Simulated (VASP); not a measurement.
Runs of VASP 6.6.1 on LuHfF. The structure is that of space group P-6m2 (No. 187), or close to it. The cells are those of the table. 

```tsv
task	cell	k mesh	cutoff (eV)	gap on the mesh (eV)	pressure (GPa)	relaxed volume (Å³/atom)
single point	a = 3.638, b = 3.638, c = 6.416 Å, angles 90.0, 90.0, 120.0°, 3 atoms	6 × 6 × 4	520	none	-0.8	-
single point	a = 3.017, b = 3.017, c = 6.974 Å, angles 90.0, 90.0, 120.0°, 3 atoms	6 × 6 × 4	520	none	(a)	-
relaxation of cell and atoms	relaxed from a = 3.017, b = 3.017, c = 6.974 Å, angles 90.0, 90.0, 120.0°, 3 atoms	6 × 6 × 4	600	none	0.0	24.12
relaxation of cell and atoms	relaxed from a = 3.638, b = 3.638, c = 6.416 Å, angles 90.0, 90.0, 120.0°, 3 atoms	12 × 12 × 8	600	none	0.0	24.13
single point	a = 3.640, b = 3.640, c = 6.380 Å, angles 90.0, 90.0, 120.0°, 3 atoms	12 × 12 × 8	520	none	-0.8	-
```

Alike in all rows: level PBE; potentials or basis VASP PAW PBE potentials, release 64 (Lu, Hf_pv, F); no spin polarisation; smearing gaussian 0.1 eV.

Q: Fill in the values left out.

A: (a) 68.3.

Caveats: some runs use coarse meshes; spin-orbit coupling is left out, which moves the levels of the heavy elements; the volume moved by over 15 % at a fixed basis, so the end points are rough (some runs).

A k mesh can miss the band edges, and the runs leave out spin-orbit coupling on Hf, Lu.

A gap of «none» marks levels without a gap at the run's occupations.
